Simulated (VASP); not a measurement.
Crystal: Pt3Se2.

```xyz
5
Lattice="4.5378 0.0000 0.0000 0.0000 4.5378 0.0000 0.0000 0.0000 5.6035" Properties=species:S:1:pos:R:3 pbc="T T T"
Pt    0.0000    0.0000    2.8017
Pt    0.0000    2.2689    0.0000
Pt    2.2689    0.0000    0.0000
Se    0.0000    2.2689    2.8017
Se    2.2689    0.0000    2.8017
```

```yaml
Program: VASP 6.6.1
Task: relaxation of cell and atoms
Functional: PBE
Potentials_or_basis: VASP PAW PBE potentials, release 64 (Pt, Se)
Cutoff: 600 eV
k_mesh: 4 × 4 × 4
Occupations: gaussian, width 0.1 eV
Spin: no spin polarisation
```

At the start: pressure 1.4 GPa; volume 23.08 Å³/atom.

Where does the relaxation end?

Over 7 steps the energy falls by 430.7 meV/atom and the volume is 22.85 Å³/atom (-1.0 %); space group P4/mmm (No. 123, to 0.05 Å).

Step by step:
```tsv
step	energy change (eV)	largest force (eV/Å)	pressure (GPa)	volume (Å³)
1	0.0000	0.0000	1.37	115.39
2	-2.1250	0.0000	-2.31	116.66
3	-2.1424	0.0000	-1.44	116.57
4	-2.1416	0.0000	-1.69	116.60
5	-2.1368	0.0000	1.95	112.45
6	-2.1523	0.0000	-0.09	114.69
7	-2.1535	0.0000	0.00	114.25
```

Final structure:
```
CELL_PARAMETERS angstrom
4.90438 0.00000 0.00000
0.00000 4.90438 0.00000
0.00000 0.00000 4.75005
ATOMIC_POSITIONS crystal
Pt 0.00000 0.00000 0.50000
Pt 0.00000 0.50000 0.00000
Pt 0.50000 0.00000 0.00000
Se 0.00000 0.50000 0.50000
Se 0.50000 0.00000 0.50000
```
